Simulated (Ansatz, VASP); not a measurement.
# One calculation of V, two programs

```
V
1.0
     0.00000    2.73348    2.73348
     2.73348    0.00000    2.73348
     2.73348    2.73348    0.00000
V
2
Direct
  0.00000 0.00000 0.00000
  0.25000 0.25000 0.25000
```

Alike in both runs: task single point; functional PBE; k mesh 10 × 10 × 10; occupations fermi-dirac, width 0.08 eV; collinear spin.

```csv
,VASP,Ansatz
version,VASP 6.6.1,Ansatz 0.2.0
potentials or method,"VASP PAW PBE potentials, release 64 (V_sv), cutoff 520 eV","all-electron LAPW, scalar-relativistic"
```

Ansatz gave:

| Item | Value |
| --- | --- |
| pressure (GPa) | 0.0 |
| net moment per atom (μB) | 1.87 |
| size of the moment on the site where the two differ most (μB) | 1.59 |

Question: What did VASP give for the same quantities?

Answer: Pressure (GPa): -4.5; net moment per atom (μB): 0.00; size of the moment on the site where the two differ most (μB): 0.00.

The net moments are unlike, so the other rows may belong to different states. Site moments also hang on the region over which each program counts them. Ansatz ran all-electron here, and VASP with PAW potentials. Ansatz's warnings: negative dielectric reading, seeded moment not kept.
